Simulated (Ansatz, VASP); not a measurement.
# One calculation of MgO, two programs

```
CELL_PARAMETERS angstrom
3.48410 0.00000 0.00000
-1.74205 3.01732 0.00000
0.00000 0.00000 4.18569
ATOMIC_POSITIONS crystal
Mg 0.66667 0.33333 0.75000
Mg 0.33333 0.66667 0.25000
O 0.69240 0.26303 0.25000
O 0.33333 0.66667 0.75000
```

Alike in both runs: task single point; functional r2SCAN; k mesh 6 × 6 × 6; occupations gaussian, width 0.05 eV; no spin polarisation.

|  | VASP | Ansatz |
| --- | --- | --- |
| version | VASP 6.6.1 | Ansatz 0.2.0 |
| potentials or method | VASP PAW PBE potentials, release 64 (Mg, O), cutoff 520 eV | scalar-relativistic, plane waves, PAW |
| valence electrons in the cell | 16 | 32 |

```csv
,VASP,Ansatz,Ansatz less VASP
gap on the k mesh at the Fermi level (eV),3.90,3.91,+0.015
least direct gap on the mesh (eV),3.90,3.91,+0.015
pressure (GPa),2.9,3.6,+0.66
"traceless stress, the component that is largest in VASP (GPa)",9.98,9.69,-0.288
rms of the force components (eV/Å),1.075,1.056,-0.0182
```

VASP's potentials were made for PBE, not for r2SCAN. Atom by atom the forces differ by 0.019 eV/Å (rms over components). With one functional, cell and mesh, what is left measures potentials, basis and numerics. VASP's potentials hold 16 valence electrons a cell and Ansatz's 32, so a difference there can come from the potentials and not from the codes.
